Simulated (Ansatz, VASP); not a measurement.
# Cu: VASP beside Ansatz

```
CELL_PARAMETERS angstrom
0.00000 1.78307 1.78307
1.78307 0.00000 1.78307
1.78307 1.78307 0.00000
ATOMIC_POSITIONS crystal
Cu 0.00000 0.00000 0.00000
```

Alike in both runs: task single point; functional r2SCAN50; k mesh 7 × 7 × 7; occupations fermi-dirac, width 0.05 eV; no spin polarisation.

```csv
,VASP,Ansatz
version,VASP 6.6.1,Ansatz 0.2.0
potentials or method,"VASP PAW PBE potentials, release 64 (Cu)",Ansatz PAW
plane-wave cutoff (eV),580,500
valence electrons in the cell,11,19
```

Ansatz gave:

```
gap on the k mesh at the Fermi level (eV) : none
pressure (GPa)                            : 6.7
```

Problem. What did VASP give for the same quantities?

Solution. gap on the k mesh at the Fermi level (eV): none; pressure (GPa): 6.9.

VASP's potentials were made for PBE, not for r2SCAN50. A gap of «none» marks a metal or a gap that the smearing closes. VASP's potentials hold 11 valence electrons a cell and Ansatz's 19, so a difference there can come from the potentials and not from the codes.

The k mesh is coarse, so the values compare programs but aren't converged.
